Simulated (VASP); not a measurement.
CoSi: single point with LDA

Crystal: CoSi.

```
Co Si
1.0
     2.83588    0.00000    0.00000
     0.00000    2.83588    0.00000
     0.00000    0.00000    2.83588
Co Si
1 1
Direct
  0.00000 0.00000 0.00000
  0.50000 0.50000 0.50000
```

This cell differs from its parent crystal: volume scaled by 1.06.

```yaml
Program: VASP 6.6.1
Task: single point
Functional: LDA
Potentials_or_basis: VASP PAW LDA potentials, release 64 (Co, Si)
Cutoff: 520 eV
k_mesh: 10 × 10 × 10
Occupations: fermi-dirac, width 0.05 eV
Spin: collinear spin, ferromagnetic start
Starting_moments: "[2.0, 0.0] μB"
```

| Item | Value |
| --- | --- |
| Pressure | -22.0 GPa |
| Net moment | 0.44 μB per cell |
| Site moments | Co +0.44; Si +0.01 μB |
| Valence electrons inside the program's atomic spheres | Co 8.50; Si 1.55 |

Levels at points of the mesh, in eV from the Fermi level:
Spin up:
```
           k point  band 5  band 6  band 7  band 8  band 9  band 10
(0.00, 0.00, 0.00)   -1.36   -1.36    2.87    2.87    2.87     7.50
(0.50, 0.00, 0.00)   -2.53   -1.23   -0.51    6.88    7.56     7.56
(0.50, 0.50, 0.00)   -2.09   -2.09   -0.79    1.19    1.71     7.56
(0.50, 0.50, 0.50)   -0.75   -0.75    1.49    1.49    1.49     3.31
```
Spin down:
| k point | band 2 | band 3 | band 4 | band 5 | band 6 | band 7 | band 8 | band 9 | band 10 | band 11 |
| --- | --- | --- | --- | --- | --- | --- | --- | --- | --- | --- |
| (0.00, 0.00, 0.00) | -3.24 | -3.24 | -1.04 | -1.04 | -1.04 | 2.89 | 2.89 | 2.89 | 7.67 | 7.67 |
| (0.50, 0.00, 0.00) | -8.24 | -2.51 | -2.27 | -2.27 | -0.90 | 0.02 | 6.88 | 7.64 | 7.64 | 9.31 |
| (0.50, 0.50, 0.00) | -4.85 | -4.85 | -3.47 | -1.80 | -1.80 | -0.23 | 1.46 | 2.02 | 7.57 | 13.07 |
| (0.50, 0.50, 0.50) | -5.36 | -5.36 | -2.01 | -0.19 | -0.19 | 1.53 | 1.53 | 1.53 | 3.53 | 3.53 |

Wall time 30 s on 1 thread of AMD EPYC 9R45 96-Core Processor (Zen 5), with other jobs on the host, peak memory 0.13 GiB.
